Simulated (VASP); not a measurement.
**Sr: single point with RPBE**

Sr:

```xyz
1
Lattice="0.0000 3.1599 3.1599 3.1599 0.0000 3.1599 3.1599 3.1599 0.0000" Properties=species:S:1:pos:R:3 pbc="T T T"
Sr    0.0000    0.0000    0.0000
```

```json
{
 "Program": "VASP 6.6.1",
 "Task": "single point",
 "Functional": "RPBE",
 "Potentials or basis": "VASP PAW PBE potentials, release 64 (Sr_sv)",
 "Cutoff": "520 eV",
 "k mesh": "15 × 15 × 15",
 "Occupations": "fermi-dirac, width 0.1 eV",
 "Spin": "no spin polarisation",
 "Dipole correction": "no",
 "Further INCAR settings": "ALGO = Normal; EDIFF = 1e-07; NBANDS = 11"
}
```

The pressure is -0.7 GPa and the band gap on the k mesh is zero (bands 5 and 6 overlap by 0.21 eV).

Levels at points of the mesh, in eV from the Fermi level:
```csv
k point,band 1,band 2,band 3,band 4,band 5,band 6,band 7,band 8,band 9,band 10
"(0.00, 0.00, 0.00)",-36.91,-18.82,-18.82,-18.82,-3.37,2.27,2.27,2.27,3.54,3.54
```

Wall time 93 s on 1 thread of AMD EPYC 7R43 64-Core Processor (Zen 3) (shared host), peak memory 0.21 GiB.

Caveat: the PAW data sets were made with another functional, which shifts forces and pressure a little.
